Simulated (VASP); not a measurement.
# CsBa3 (Pm-3m) in VASP: single point with PBE

Aim: the single point of CsBa3 with PBE.

Everything below comes from runs of VASP 6.6.1. Logs are shortened: lines on timing, memory, paths and dates and some standing lists are left out, and cuts for length are marked.

### Step 1. The cell of the first run

The structure is cubic, space group Pm-3m (No. 221). The conventional cell has a = 6.604 Å, b = 6.604 Å, c = 6.604 Å, α = 90.00°, β = 90.00°, γ = 90.00°.

### Step 2. Single point, PBE

INCAR

```
PREC = Accurate
ENCUT = 520
EDIFF = 1E-6
ISMEAR = -1
SIGMA = 0.05
LREAL = False
LASPH = True
NELM = 60
ALGO = Fast
ISIF = 2
LWAVE = False
LCHARG = False
GGA = PE
NBANDS = 28
```

KPOINTS

```
Automatic mesh
0
Gamma
  4 4 4
```

POSCAR

```
CsBa3
1.0
    6.6043710000      0.0000000000      0.0000000000
    0.0000000000      6.6043710000      0.0000000000
    0.0000000000      0.0000000000      6.6043710000
Ba Cs
3 1
Direct
    0.5000000000      0.5000000000      0.0000000000
    0.5000000000      0.0000000000      0.5000000000
    0.0000000000      0.5000000000      0.5000000000
    0.0000000000      0.0000000000      0.0000000000
```

Potentials or basis: VASP PAW PBE potentials, release 64 (Ba_sv, Cs_sv).

Command:

```
cat potpaw_PBE.64/Ba_sv/POTCAR potpaw_PBE.64/Cs_sv/POTCAR > POTCAR
mpirun -np 1 vasp_std > vasp.out
```

OUTCAR:

```text
PREC = Accurate
   ENCUT = 520
   EDIFF = 1E-6
   ISMEAR = -1
   LREAL = False
   LASPH = True
   NELM = 60
   ISIF = 2
   GGA = PE

 ion  position               nearest neighbor table
   1  0.500  0.500  0.000-   2 4.67   3 4.67   2 4.67   3 4.67   2 4.67   2 4.67   3 4.67   3 4.67

   2  0.500  0.000  0.500-   1 4.67   3 4.67   1 4.67   1 4.67   3 4.67   1 4.67   3 4.67   3 4.67

   3  0.000  0.500  0.500-   1 4.67   2 4.67   1 4.67   2 4.67   1 4.67   2 4.67   1 4.67   2 4.67

   4  0.000  0.000  0.000-

  LATTYP: Found a simple cubic cell.
 ALAT       =     6.6043710000

  Lattice vectors:

 A1 = (   6.6043710000,   0.0000000000,   0.0000000000)
 A2 = (   0.0000000000,   6.6043710000,   0.0000000000)
 A3 = (   0.0000000000,   0.0000000000,   6.6043710000)

Analysis of symmetry for initial positions (statically):
=====================================================================
 Subroutine PRICEL returns:
 Original cell was already a primitive cell.

 Routine SETGRP: Setting up the symmetry group for a
 simple cubic supercell.

 Subroutine GETGRP returns: Found 48 space group operations
 (whereof 48 operations were pure point group operations)
 out of a pool of 48 trial point group operations.

The static configuration has the point symmetry O_h .

Analysis of symmetry for dynamics (positions and initial velocities):
=====================================================================
 Subroutine PRICEL returns:
 Original cell was already a primitive cell.

 Routine SETGRP: Setting up the symmetry group for a
 simple cubic supercell.

 Subroutine GETGRP returns: Found 48 space group operations
 (whereof 48 operations were pure point group operations)
 out of a pool of 48 trial point group operations.

The dynamic configuration has the point symmetry O_h .

 Subroutine INISYM returns: Found 48 space group operations
 (whereof 48 operations are pure point group operations),
 and found     1 'primitive' translations

----------------------------------------------------------------------------------------

                                     Primitive cell

  volume of cell :     288.0676

  direct lattice vectors                    reciprocal lattice vectors
     6.604371000  0.000000000  0.000000000     0.151414874  0.000000000  0.000000000
     0.000000000  6.604371000  0.000000000     0.000000000  0.151414874  0.000000000
     0.000000000  0.000000000  6.604371000     0.000000000  0.000000000  0.151414874

  length of vectors
     6.604371000  6.604371000  6.604371000     0.151414874  0.151414874  0.151414874

  position of ions in fractional coordinates (direct lattice)
     0.500000000  0.500000000  0.000000000
     0.500000000  0.000000000  0.500000000
     0.000000000  0.500000000  0.500000000
     0.000000000  0.000000000  0.000000000

  ion indices of the primitive-cell ions
   primitive index   ion index
                 1           1
                 2           2
                 3           3
                 4           4

----------------------------------------------------------------------------------------

 KPOINTS: Automatic mesh

Automatic generation of k-mesh.
 Grid dimensions read from file:
 generate k-points for:    4    4    4

 Generating k-lattice:

  Cartesian coordinates                     Fractional coordinates (reciprocal lattice)
     0.037853718  0.000000000  0.000000000     0.250000000  0.000000000  0.000000000
     0.000000000  0.037853718  0.000000000     0.000000000  0.250000000  0.000000000
     0.000000000  0.000000000  0.037853718     0.000000000  0.000000000  0.250000000

  Length of vectors
     0.037853718  0.037853718  0.037853718

  Shift w.r.t. Gamma in fractional coordinates (k-lattice)
     0.000000000  0.000000000  0.000000000

 Subroutine IBZKPT returns following result:
 ===========================================

 Found     10 irreducible k-points:

 Following reciprocal coordinates:
            Coordinates               Weight
  0.000000  0.000000  0.000000      1.000000
  0.250000  0.000000  0.000000      6.000000
  0.500000  0.000000  0.000000      3.000000
  0.250000  0.250000  0.000000     12.000000
  0.500000  0.250000  0.000000     12.000000
  0.500000  0.500000  0.000000      3.000000
  0.250000  0.250000  0.250000      8.000000
  0.500000  0.250000  0.250000     12.000000
  0.500000  0.500000  0.250000      6.000000
  0.500000  0.500000  0.500000      1.000000
   k-points           NKPTS =     10   k-points in BZ     NKDIM =     10   number of bands    NBANDS=     28
   number of dos      NEDOS =    301   number of ions     NIONS =      4
   total plane-waves  NPLWV = 125000
   dimension x,y,z NGX =    50 NGY =   50 NGZ =   50
   dimension x,y,z NGXF=   100 NGYF=  100 NGZF=  100
   ions per type =               3   1
   NGX,Y,Z   is equivalent  to a cutoff of  12.59, 12.59, 12.59 a.u.
   NGXF,Y,Z  is equivalent  to a cutoff of  25.17, 25.17, 25.17 a.u.
 SYSTEM =  unknown system
   PREC   = accura    normal or accurate (medium, high low for compatibility)
   ISTART =      0    job   : 0-new  1-cont  2-samecut
   ICHARG =      2    charge: 1-file 2-atom 10-const
   ISPIN  =      1    spin polarized calculation?
   LNONCOLLINEAR =      F non collinear calculations
   LSORBIT =      F    spin-orbit coupling
   LASPH  =      T    aspherical Exc in radial PAW
   ENCUT  =  520.0 eV  38.22 Ry    6.18 a.u.  12.28 12.28 12.28*2*pi/ulx,y,z
   NELM   =     60;   NELMIN=  2; NELMDL= -5     # of ELM steps
   EDIFF  = 0.1E-05   stopping-criterion for ELM
   LREAL  =      F    real-space projection
   EDIFFG = 0.1E-04   stopping-criterion for IOM
   NSW    =      0    number of steps for IOM
   IBRION =     -1    ionic relax: 0-MD 1-quasi-New 2-CG
   NFREE  =      0    steps in history (QN), initial steepest desc. (CG)
   ISIF   =      2    stress and relaxation
   ISYM   =      2    0-nonsym 1-usesym 2-fastsym
   POTIM  = 0.5000    time-step for ionic-motion
   TEBEG  =    0.0;   TEEND  =   0.0 temperature during run
   PSTRESS=    0.0 pullay stress
   NELECT =      39.0000    total number of electrons
   NUPDOWN=      -1.0000    fix difference up-down
   EMIN   =  10.00;   EMAX   =-10.00  energy-range for DOS
   EFERMI =   0.00;   METHOD = LEGACY
   ISMEAR =    -1;   SIGMA  =   0.05  broadening in eV -4-tet -1-fermi 0-gaus
   EFERMI_NEDOS =   21; number of points for ismear=-14 and -15
   IALGO  =     68    algorithm
   IMIX   =      4    mixing-type and parameters
     AMIX     =   0.40;   BMIX     =  1.00
     AMIX_MAG =   1.60;   BMIX_MAG =  1.00
  volume/ion in A,a.u.               =      72.02       485.99
  Fermi-wavevector in a.u.,A,eV,Ry     =   0.840617  1.588536  9.614382  0.706637
  Thomas-Fermi vector in A             =   1.955028
   LORBIT       =      0    0 simple, 1 ext, 2 COOP (PROOUT), +10 PAW based schemes
   GGA     = PE    functional components
   LHFCALC =     F    Hartree Fock is set to
   AEXX    =    0.0000 exact exchange contribution
   IVDW    =     0    specifies the selected vdW correction
   LEPSILON=     F    determine dielectric tensor
   LRPA    =     F    only Hartree local field effects (RPA)
 non-spin polarized calculation
 RMM-DIIS sequential band-by-band and
  energy-cutoff  :      520.00
  volume of cell :      288.07
 maximum number of plane-waves:      7809
 NGX is ok and might be reduce to    50
   NGX = 25   NGY = 25   NGZ = 25

 number of electron      38.9999992 magnetization

 Free energy of the ion-electron system (eV)
  ---------------------------------------------------
  ext. energy  EPLUGINS =         0.00000000
  ---------------------------------------------------
  free energy    TOTEN  =        -5.98875056 eV

  energy without entropy =       -5.94402615  energy(sigma->0) =       -5.96638835

 E-fermi :   1.3552     XC(G=0):  -6.9404

 val. band max:        1.3214273691   @ k =   0.5000   0.2500   0.2500
 cond. band min:       1.3634329760   @ k =   0.5000   0.0000   0.0000
 fundamental gap:      0.0420056069
 Fermi energy:         1.3552115223

 k-point     1 :       0.0000    0.0000    0.0000
  band No.  band energies     occupation
      1     -27.9523      2.00000
      2     -27.9308      2.00000
      3     -27.9308      2.00000
      4     -21.5206      2.00000
      5     -13.1946      2.00000
      6     -13.1946      2.00000
[... 20 lines left out ...]
     27       3.2064      0.00000
     28       3.2064      0.00000

 k-point     2 :       0.2500    0.0000    0.0000
  band No.  band energies     occupation
      1     -27.9496      2.00000
      2     -27.9335      2.00000
      3     -27.9308      2.00000
      4     -21.5206      2.00000
      5     -13.1787      2.00000
      6     -13.1787      2.00000
[... 20 lines left out ...]
     27       2.8407      0.00000
     28       3.3965      0.00000

 k-point     3 :       0.5000    0.0000    0.0000
  band No.  band energies     occupation
      1     -27.9451      2.00000
      2     -27.9380      2.00000
      3     -27.9308      2.00000
      4     -21.5206      2.00000
      5     -13.1562      2.00000
      6     -13.1562      2.00000
[... 20 lines left out ...]
     27       2.8435      0.00000
     28       3.0227      0.00000

 k-point     4 :       0.2500    0.2500    0.0000
  band No.  band energies     occupation
      1     -27.9471      2.00000
      2     -27.9344      2.00000
      3     -27.9323      2.00000
      4     -21.5206      2.00000
      5     -13.1853      2.00000
      6     -13.1622      2.00000
[... 144 lines left out ...]
     27       2.8318      0.00000
     28       3.1805      0.00000

 k-point     9 :       0.5000    0.5000    0.2500
  band No.  band energies     occupation
      1     -27.9379      2.00000
      2     -27.9379      2.00000
      3     -27.9379      2.00000
      4     -21.5204      2.00000
      5     -13.2044      2.00000
      6     -13.1917      2.00000
[... 20 lines left out ...]
     27       2.8330      0.00000
     28       2.9331      0.00000

 k-point    10 :       0.5000    0.5000    0.5000
  band No.  band energies     occupation
      1     -27.9379      2.00000
      2     -27.9379      2.00000
      3     -27.9379      2.00000
      4     -21.5203      2.00000
      5     -13.2357      2.00000
      6     -13.1933      2.00000
[... 20 lines left out ...]
     27       2.7176      0.00000
     28       3.0652      0.00000

------------------------ aborting loop because EDIFF is reached ----------------------------------------

  FORCE on cell =-STRESS in cart. coord.  units (eV):
  Direction    XX          YY          ZZ          XY          YZ          ZX
  --------------------------------------------------------------------------------------
  -------------------------------------------------------------------------------------
  Total       -0.0676903     -0.0676903     -0.0676903      0.0000000     -0.0000000      0.0000000
  in kB       -0.3764806     -0.3764806     -0.3764806      0.0000000     -0.0000000      0.0000000
  external PRESSURE =      -0.3764806 kB  Pullay stress =       0.0000000 kB

 VOLUME and BASIS-vectors are now :
 -----------------------------------------------------------------------------
  energy-cutoff  :      520.00
  volume of cell :      288.07
      direct lattice vectors                 reciprocal lattice vectors
     6.604371000  0.000000000  0.000000000     0.151414874  0.000000000  0.000000000
     0.000000000  6.604371000  0.000000000     0.000000000  0.151414874  0.000000000
     0.000000000  0.000000000  6.604371000     0.000000000  0.000000000  0.151414874

 POSITION                                       TOTAL-FORCE (eV/Angst)
 -----------------------------------------------------------------------------------
      3.30219      3.30219      0.00000         0.000000      0.000000      0.000000
      3.30219      0.00000      3.30219         0.000000      0.000000      0.000000
      0.00000      3.30219      3.30219         0.000000      0.000000      0.000000
      0.00000      0.00000      0.00000         0.000000      0.000000      0.000000
 -----------------------------------------------------------------------------------
    total drift:                                0.000000     -0.000000      0.000000

  FREE ENERGIE OF THE ION-ELECTRON SYSTEM (eV)
  ---------------------------------------------------
  free  energy   TOTEN  =        -5.9887505574 eV

  energy  without entropy=       -5.9440261503  energy(sigma->0) =       -5.96638835
```

Run time: 82 s. Hardware: 1 thread of Intel Xeon Platinum 8488C (Sapphire Rapids), shared host; peak memory 0.38 GiB.

What came out:

```
Free energy : -5.9888 eV
Pressure    : 0.0 GPa
```

Caveat: spin-orbit coupling is left out, which moves the levels of the heavy elements.
